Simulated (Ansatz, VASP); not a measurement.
Ti3Se in VASP and in Ansatz

```
CELL_PARAMETERS angstrom
2.44871 2.02601 4.03374
-2.44871 2.02601 4.03374
0.00000 -3.29129 3.63934
ATOMIC_POSITIONS crystal
Ti 0.00000 0.00000 0.50000
Ti 0.50000 0.00000 0.00000
Ti 0.00000 0.50000 0.00000
Se 0.00000 0.00000 0.00000
```

Alike in both runs: functional PBE; k mesh 6 × 6 × 6; occupations gaussian, width 0.1 eV; collinear spin.

Ansatz relaxed the structure, and its values are those at the end. VASP's run is a single point on that final structure, the one shown.

|  | VASP | Ansatz |
| --- | --- | --- |
| version | VASP 6.6.1 | Ansatz 0.2.0 |
| potentials or method | VASP PAW PBE potentials, release 64 (Ti_sv, Se), cutoff 520 eV | scalar-relativistic, plane waves, PAW |
| valence electrons in the cell | 42 | 52 |

```tsv
	VASP	Ansatz	Ansatz less VASP
gap on the k mesh at the Fermi level (eV)	none	none	-
pressure (GPa)	0.1	0.0	-0.05
net moment per atom (μB)	0.00	0.00	0.000
```

A gap of «none» marks a metal or a gap that the smearing closes. VASP's potentials hold 42 valence electrons a cell and Ansatz's 52, so a difference there can come from the potentials and not from the codes. Ansatz's warnings: seeded moment not kept.
